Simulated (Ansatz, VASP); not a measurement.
# InSb3 in VASP and in Ansatz

Contents of INCAR:

```
SYSTEM = InSb3
PREC = Accurate
ENCUT = 520
EDIFF = 1E-6
ISMEAR = 0
SIGMA = 0.15
LREAL = .False.
LASPH = .True.
NELM = 60
ALGO = Normal
ISIF = 2
LWAVE = .False.
LCHARG = .False.
GGA = PE
NBANDS = 22
```

KPOINTS

```
Automatic mesh
0
Gamma
  10 10 10
  0 0 0
```

Contents of POSCAR:

```
InSb3
1.0
    4.7431719165      0.0000000000      0.0000000000
    0.0000000000      4.7431719165      0.0000000000
    0.0000000000      0.0000000000      5.3550410937
In Sb
1 3
Direct
    0.0000000000      0.0000000000      0.0000000000
    0.5000000000      0.0000000000      0.5000000000
    0.0000000000      0.5000000000      0.5000000000
    0.5000000000      0.5000000000      0.0000000000
```

Input for Ansatz:

```yaml
crystal:
  lattice:
    - [4.7431719165, 0.0, 0.0]
    - [0.0, 4.7431719165, 0.0]
    - [0.0, 0.0, 5.3550410937]
  atoms:
    - { symbol: In, position: [0.0, 0.0, 0.0] }
    - { symbol: Sb, position: [0.5, 0.0, 0.5] }
    - { symbol: Sb, position: [0.0, 0.5, 0.5] }
    - { symbol: Sb, position: [0.5, 0.5, 0.0] }
basis:
  ecutwfc: 420
kpoints:
  mp_grid: { grid: [10, 10, 10] }
hamiltonian:
  xc: pbe
  pseudopotentials: { kind: paw, azcp: { folder: soft_1 } }
scf:
  occupations: { method: gaussian, width: 0.15 }
output:
  forces: true
  stress: true
  eigenvalues: true
```

Alike in both runs: task single point; functional PBE; k mesh 10 × 10 × 10; occupations gaussian, width 0.15 eV; no spin polarisation.

|  | VASP | Ansatz |
| --- | --- | --- |
| version | VASP 6.6.1 | Ansatz 0.2.0 |
| potentials or method | VASP PAW PBE potentials, release 64 (In_d, Sb), cutoff 520 eV | scalar-relativistic, plane waves, PAW |
| valence electrons in the cell | 28 | 58 |

|  | VASP | Ansatz | Ansatz less VASP |
| --- | --- | --- | --- |
| gap on the k mesh at the Fermi level (eV) | none | none | - |
| pressure (GPa) | -3.3 | -3.2 | +0.09 |

A gap of «none» marks a metal or a gap that the smearing closes. VASP's potentials hold 28 valence electrons a cell and Ansatz's 58, so a difference there can come from the potentials and not from the codes.

Spin-orbit coupling is off throughout.
